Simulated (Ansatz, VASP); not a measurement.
## Ag in VASP and in Ansatz

```
CELL_PARAMETERS angstrom
0.00000 2.22441 2.22441
2.22441 0.00000 2.22441
2.22441 2.22441 0.00000
ATOMIC_POSITIONS crystal
Ag 0.87500 0.87500 0.87500
Ag 0.12500 0.12500 0.12500
```

Change from the starting cell: volume scaled by 0.4, PAW files.

Alike in both runs: task single point; functional PBEsol; k mesh 13 × 13 × 13; occupations fermi-dirac, width 0.08 eV; no spin polarisation.

|  | VASP | Ansatz |
| --- | --- | --- |
| version | VASP 6.6.1 | Ansatz 0.2.0 |
| potentials or method | VASP PAW PBE potentials, release 64 (Ag) | PAW with Ansatz's default frozen-core files, scalar-relativistic |
| plane-wave cutoff (eV) | 520 | 420 |
| valence electrons in the cell | 22 | 38 |

|  | VASP | Ansatz | Ansatz less VASP |
| --- | --- | --- | --- |
| pressure (GPa) | 401.6 | 444.7 | +43.11 |

VASP's potentials were made for PBE, not for PBEsol. The pressures are high and differ by over a tenth, so treat them with care. With one functional, cell and mesh, what is left measures potentials, basis and numerics. VASP's potentials hold 22 valence electrons a cell and Ansatz's 38, so a difference there can come from the potentials and not from the codes.

Noted on VASP's run: the cell as given lies far from equilibrium.
